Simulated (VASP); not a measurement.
A run of VASP 6.6.1 is set up as follows.

Contents of INCAR:

```
SYSTEM = HfO2
  ALGO = Normal
  EDIFF = 1E-8
  ENCUT = 520
  ISIF = 2
  ISMEAR = 0
  KPAR = 4
  LASPH = .TRUE.
  LCALCEPS = .TRUE.
  LCHARG = .FALSE.
  LMIXTAU = .TRUE.
  LREAL = .FALSE.
  LWAVE = .FALSE.
  METAGGA = R2SCAN
  NELM = 100
  PREC = Accurate
  SIGMA = 0.01
```

Contents of KPOINTS:

```
k-points
0
G
  6 6 4
  0 0 0
```

File POSCAR:

```
HfO2
1.0
    3.6839934451      0.0000000000      0.0000000000
    0.0000000000      3.6839934451      0.0000000000
    0.0000000000      0.0000000000      5.3582911391
Hf O
2 4
Direct
    0.5000000000      0.5000000000      0.5000000000
    0.0000000000      0.0000000000      0.0000000000
    0.0000000000      0.5000000000      0.6794696950
    0.5000000000      0.0000000000      0.8205303050
    0.5000000000      0.0000000000      0.3205303050
    0.0000000000      0.5000000000      0.1794696950
```

Potentials or basis: VASP PAW PBE potentials, release 64 (Hf_pv, O).

Launch:

```sh
$ cat potpaw_PBE.64/Hf_pv/POTCAR potpaw_PBE.64/O/POTCAR > POTCAR
$ mpirun -np 4 vasp_std > vasp.out
```

Task: Predict the electronic dielectric tensor (diagonal).

Result: 4.88, 4.88, 4.18.

Task: Predict the Born charges (mean of the diagonal).

Result: Hf +5.19; O -2.59 e.

Task: Predict the band gap on the k mesh.

Result: 4.97 eV (least direct gap 5.12 eV).

Born effective charge tensors (e):
atom 1, Hf
```
5.56 0.00 0.00
0.00 5.56 0.00
0.00 0.00 4.45
```
atom 2, Hf
```
5.56 0.00 0.00
0.00 5.56 0.00
0.00 0.00 4.45
```
atom 3, O
```
-3.65  0.00  0.00
 0.00 -1.91  0.00
 0.00  0.00 -2.22
```
atom 4, O
```
-3.65  0.00  0.00
 0.00 -1.91  0.00
 0.00  0.00 -2.22
```
atom 5, O
```
-1.91  0.00  0.00
 0.00 -3.65  0.00
 0.00  0.00 -2.22
```
atom 6, O
```
-1.91  0.00  0.00
 0.00 -3.65  0.00
 0.00  0.00 -2.22
```

Caveat: the cell differs from its parent crystal (strain +3.0%); spin-orbit coupling is left out, which moves the levels of the heavy elements. A k mesh can miss the band edges.
